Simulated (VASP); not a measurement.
Write the native input for VASP 6.6.1 that does the following.

| Property | Result |
| --- | --- |
| Task | single point |
| Functional | PBE |
| Potentials or basis | VASP PAW PBE potentials, release 64 (Al, B, P) |
| Cutoff | 520 eV |
| k mesh | 6 × 6 × 6 |
| Occupations | gaussian, width 0.1 eV |
| Spin | no spin polarisation |
| Dipole correction | no |
| Further INCAR settings | ALGO = Normal; EDIFF = 1e-06; NBANDS = 26 |

The structure of Al3BP4 lies in POSCAR:

```
Al3BP4
1.0
   -2.6418918173      2.6418918173      5.2327997162
    2.6418918173     -2.6418918173      5.2327997162
    2.6418918173      2.6418918173     -5.2327997162
Al B P
3 1 4
Direct
    0.7500000000      0.2500000000      0.5000000000
    0.0000000000      0.0000000000      0.0000000000
    0.2500000000      0.7500000000      0.5000000000
    0.5000000000      0.5000000000      0.0000000000
    0.8326827471      0.3950013369      0.0000000000
    0.1673172529      0.1673172529      0.5623185897
    0.3950013369      0.8326827471      0.0000000000
    0.6049986631      0.6049986631      0.4376814103
```

One way to write it, as run:

INCAR

```
SYSTEM = Al3BP4
  PREC = Accurate
  ENCUT = 520
  EDIFF = 1E-6
  ISMEAR = 0
  SIGMA = 0.1
  LREAL = .FALSE.
  LASPH = .TRUE.
  NELM = 80
  ALGO = Normal
  ISIF = 2
  LWAVE = .FALSE.
  LCHARG = .TRUE.
  GGA = PE
  LELF = .TRUE.
  LVHAR = .TRUE.
  NBANDS = 26
```

KPOINTS

```
regular mesh
0
G
  6 6 6
  0 0 0
```

Potentials or basis: VASP PAW PBE potentials, release 64 (Al, B, P).

Command:

```console
$ cat potpaw_PBE.64/Al/POTCAR potpaw_PBE.64/B/POTCAR potpaw_PBE.64/P/POTCAR > POTCAR
$ mpirun -np 1 vasp_std > vasp.out
```

Results of the run:

```
Pressure               : -0.1 GPa
Largest force          : 0.027 eV/Å
Band gap on the k mesh : 1.13 eV, direct
```

Run time: 90 s on 1 thread of AMD EPYC 9R45 96-Core Processor (Zen 5) (shared host), peak memory 0.33 GiB.
